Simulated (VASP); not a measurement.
# Rh (Im-3m) in VASP: notebook, part 3 of 3

VASP 6.6.1.

**4. Single point, PBEsol**

This run uses another cell than the first one, of 8.18 Å³/atom, 1.005 times its volume.

INCAR

```
PREC = Accurate
ENCUT = 520
EDIFF = 1E-6
ISMEAR = -1
SIGMA = 0.1
LREAL = False
LASPH = True
NELM = 60
ALGO = Normal
ISIF = 2
LWAVE = False
LCHARG = True
GGA = PS
LELF = True
LVHAR = True
NBANDS = 14
```

KPOINTS

```
regular mesh
0
Gamma
  21 21 21
```

POSCAR

```
Rh
1.0
   -1.2691848316      1.2691848316      1.2691848316
    1.2691848316     -1.2691848316      1.2691848316
    1.2691848316      1.2691848316     -1.2691848316
Rh
1
Direct
    0.0000000000      0.0000000000      0.0000000000
```

Potentials or basis: VASP PAW PBE potentials, release 64 (Rh_pv).

On the command line:

```sh
$ cat potpaw_PBE.64/Rh_pv/POTCAR > POTCAR
$ mpirun -np 1 vasp_std > vasp.out
```

OUTCAR:

```text
PREC = Accurate
   ENCUT = 520
   EDIFF = 1E-6
   ISMEAR = -1
   LREAL = False
   LASPH = True
   NELM = 60
   ISIF = 2
   GGA = PS

 ion  position               nearest neighbor table
   1  0.000  0.000  0.000-

  LATTYP: Found a body centered cubic cell.
 ALAT       =     2.5383696632

  Lattice vectors:

 A1 = (  -1.2691848316,   1.2691848316,   1.2691848316)
 A2 = (   1.2691848316,  -1.2691848316,   1.2691848316)
 A3 = (   1.2691848316,   1.2691848316,  -1.2691848316)

Analysis of symmetry for initial positions (statically):
=====================================================================
 Subroutine PRICEL returns:
 Original cell was already a primitive cell.

 Routine SETGRP: Setting up the symmetry group for a
 body centered cubic supercell.

 Subroutine GETGRP returns: Found 48 space group operations
 (whereof 48 operations were pure point group operations)
 out of a pool of 48 trial point group operations.

The static configuration has the point symmetry O_h .

Analysis of symmetry for dynamics (positions and initial velocities):
=====================================================================
 Subroutine PRICEL returns:
 Original cell was already a primitive cell.

 Routine SETGRP: Setting up the symmetry group for a
 body centered cubic supercell.

 Subroutine GETGRP returns: Found 48 space group operations
 (whereof 48 operations were pure point group operations)
 out of a pool of 48 trial point group operations.

The dynamic configuration has the point symmetry O_h .

 Subroutine INISYM returns: Found 48 space group operations
 (whereof 48 operations are pure point group operations),
 and found     1 'primitive' translations

----------------------------------------------------------------------------------------

                                     Primitive cell
[... 108 lines left out ...]
     AMIX     =   0.40;   BMIX     =  1.00
     AMIX_MAG =   1.60;   BMIX_MAG =  1.00
  volume/ion in A,a.u.               =       8.18        55.19
  Fermi-wavevector in a.u.,A,eV,Ry     =   2.003982  3.786976 54.640208  4.015942
  Thomas-Fermi vector in A             =   3.018567
   LORBIT       =      0    0 simple, 1 ext, 2 COOP (PROOUT), +10 PAW based schemes
   GGA     = PS    functional components
   LHFCALC =     F    Hartree Fock is set to
   AEXX    =    0.0000 exact exchange contribution
   IVDW    =     0    specifies the selected vdW correction
   LEPSILON=     F    determine dielectric tensor
   LRPA    =     F    only Hartree local field effects (RPA)
 non-spin polarized calculation
  energy-cutoff  :      520.00
  volume of cell :        8.18
 maximum number of plane-waves:       236
   NGX =  9   NGY =  9   NGZ =  9

 number of electron      14.9999992 magnetization

 Free energy of the ion-electron system (eV)
  ---------------------------------------------------
  ext. energy  EPLUGINS =         0.00000000
  ---------------------------------------------------
  free energy    TOTEN  =        -2.19873033 eV

  energy without entropy =       -2.16346504  energy(sigma->0) =       -2.18109769

 E-fermi :  23.7521     XC(G=0): -17.7998

 val. band max:       23.7379212128   @ k =  -0.2381   0.2857   0.0476
 cond. band min:      23.7912709827   @ k =  -0.4286  -0.4762   0.2857
 fundamental gap:      0.0533497699
 Fermi energy:        23.7520568992

 k-point     1 :       0.0000    0.0000    0.0000
  band No.  band energies     occupation
      1     -22.9213      2.00000
      2     -22.9213      2.00000
      3     -22.9213      2.00000
      4      12.3131      2.00000
      5      17.2815      2.00000
      6      17.2815      2.00000
      7      17.2815      2.00000
      8      22.3374      2.00000
      9      22.3374      2.00000
     10      41.3237      0.00000
     11      41.3237      0.00000
     12      41.3237      0.00000
     13      43.5796      0.00000
     14      60.6512      0.00000
[... 377 lines left out ...]
      1     -24.9328      2.00000
      2     -23.5129      2.00000
      3     -23.0669      2.00000
      4      14.2987      2.00000
      5      15.6600      2.00000
      6      17.5765      2.00000
      7      20.9560      2.00000
      8      22.2002      2.00000
      9      23.0838      1.99750
     10      43.0165      0.00000
     11      43.5761      0.00000
     12      45.3864      0.00000
     13      47.2177      0.00000
     14      54.0740      0.00000

 [... further k-points ...]
[... 5 lines left out ...]
  --------------------------------------------------------------------------------------
  -------------------------------------------------------------------------------------
  Total       26.3765040     26.3765040     26.3765040      0.0000000      0.0000000      0.0000000
  in kB     5167.6513475   5167.6513475   5167.6513475      0.0000000      0.0000000      0.0000000
  external PRESSURE =    5167.6513475 kB  Pullay stress =       0.0000000 kB

 VOLUME and BASIS-vectors are now :
 -----------------------------------------------------------------------------
  energy-cutoff  :      520.00
  volume of cell :        8.18
      direct lattice vectors                 reciprocal lattice vectors
    -1.269184832  1.269184832  1.269184832     0.000000000  0.393953652  0.393953652
     1.269184832 -1.269184832  1.269184832     0.393953652  0.000000000  0.393953652
     1.269184832  1.269184832 -1.269184832     0.393953652  0.393953652  0.000000000

 POSITION                                       TOTAL-FORCE (eV/Angst)
 -----------------------------------------------------------------------------------
      0.00000      0.00000      0.00000         0.000000     -0.000000     -0.000000
 -----------------------------------------------------------------------------------
    total drift:                                0.000000      0.000000     -0.000000

  FREE ENERGIE OF THE ION-ELECTRON SYSTEM (eV)
  ---------------------------------------------------
  free  energy   TOTEN  =        -2.1987303322 eV

  energy  without entropy=       -2.1634650388  energy(sigma->0) =       -2.18109769
```

OSZICAR:

```text
N       E                     dE             d eps       ncg     rms          rms(c)
DAV:   1     0.116052349338E+03    0.11605E+03   -0.83510E+03  8130   0.126E+03
DAV:   2    -0.125809103818E+01   -0.11731E+03   -0.11242E+03  8872   0.357E+02
DAV:   3    -0.249449361028E+01   -0.12364E+01   -0.12341E+01  8932   0.391E+01
DAV:   4    -0.249693825934E+01   -0.24446E-02   -0.24446E-02  8746   0.180E+00
DAV:   5    -0.249694853467E+01   -0.10275E-04   -0.10275E-04  8782   0.102E-01    0.465E+01
DAV:   6    -0.228060820431E+01    0.21634E+00   -0.76596E-02  8332   0.430E+00    0.259E+01
DAV:   7    -0.220116801745E+01    0.79440E-01   -0.36683E-02  8224   0.274E+00    0.176E+00
DAV:   8    -0.219875204264E+01    0.24160E-02   -0.89391E-03  8290   0.149E+00    0.107E-01
DAV:   9    -0.219872980556E+01    0.22237E-04   -0.58633E-05  8494   0.108E-01    0.168E-02
DAV:  10    -0.219872866543E+01    0.11401E-05   -0.30912E-06  8430   0.240E-02    0.219E-03
DAV:  11    -0.219873052081E+01   -0.18554E-05   -0.22759E-07  4514   0.689E-03    0.896E-04
DAV:  12    -0.219873033223E+01    0.18859E-06   -0.24709E-08  4148   0.229E-03
   1 F= -.21987303E+01 E0= -.21810977E+01  d E =-.352653E-01
```

Run time: 27 s. Hardware: 1 thread of Intel Xeon 8259CL, shared host; peak memory 0.14 GiB.

Results:

| Item | Value |
| --- | --- |
| Free energy | -2.1987 eV |
| Pressure | 516.8 GPa |

Caveat: the PAW data sets were made with another functional, which shifts forces and pressure a little.

**5. Single point, PBEsol**

This run uses another cell than the first one, of 8.18 Å³/atom, 1.005 times its volume.

INCAR

```
ALGO     = Normal         # electronic algorithm
EDIFF    = 1E-6           # SCF threshold, eV
ENCUT    = 520            # plane-wave cutoff, eV
GGA      = PS             # functional
ISIF     = 2              # what is computed and relaxed
ISMEAR   = -1             # smearing method
LASPH    = True           # aspherical terms in the spheres
LCHARG   = False          # write CHGCAR
LREAL    = False          # projectors in reciprocal space
LWAVE    = False          # write WAVECAR
NBANDS   = 14             # bands
NELM     = 100            # most SCF steps
PREC     = Accurate       # precision mode
SIGMA    = 0.1            # smearing width, eV
```

KPOINTS

```
k-points
0
Gamma
  21 21 21
```

POSCAR

```
Rh
1.0
   -1.2692411583      1.2692411583      1.2692411583
    1.2692411583     -1.2692411583      1.2692411583
    1.2692411583      1.2692411583     -1.2692411583
Rh
1
Direct
    0.0000000000      0.0000000000      0.0000000000
```

On the command line:

```sh
$ cat potpaw_PBE.64/Rh_pv/POTCAR > POTCAR
$ mpirun -np 1 vasp_std > vasp.out
```

It took 27 s on 1 thread of Intel Xeon 8259CL, shared host; peak memory 0.14 GiB.

The run converged. Its results:

```yaml
Free_energy: -2.2022 eV
Pressure: 516.5 GPa
```

Levels at points of the mesh, in eV from the Fermi level:
```csv
k point,band 4,band 5,band 6,band 7,band 8,band 9,band 10,band 11
"(0.00, 0.00, 0.00)",-11.44,-6.47,-6.47,-6.47,-1.41,-1.41,17.57,17.57
```

Caveat: the PAW data sets were made with another functional, which shifts forces and pressure a little.

**6. Overview**

```csv
task,cell,cutoff (eV),gap on the mesh (eV),pressure (GPa)
relaxation of cell and atoms,"relaxed to 510 GPa from a = 2.195 Å, angles 109.5°, 1 atom",600,none,510.0
relaxation of cell and atoms,"relaxed to 510 GPa from a = 2.198 Å, angles 109.5°, 1 atom",600,none,510.0
single point,"a = 2.198 Å, angles 109.5°, 1 atom",520,none,516.5
```

Alike in all rows: level PBEsol; potentials or basis VASP PAW PBE potentials, release 64 (Rh_pv); no spin polarisation; k mesh 21 × 21 × 21; smearing fermi-dirac 0.1 eV.

Caveats: the PAW data sets were made with another functional, which shifts forces and pressure a little; the cell is relaxed towards a set pressure, so the enthalpy falls and the energy may rise (some runs).

Absolute energies hang on the potentials; compare differences alone.
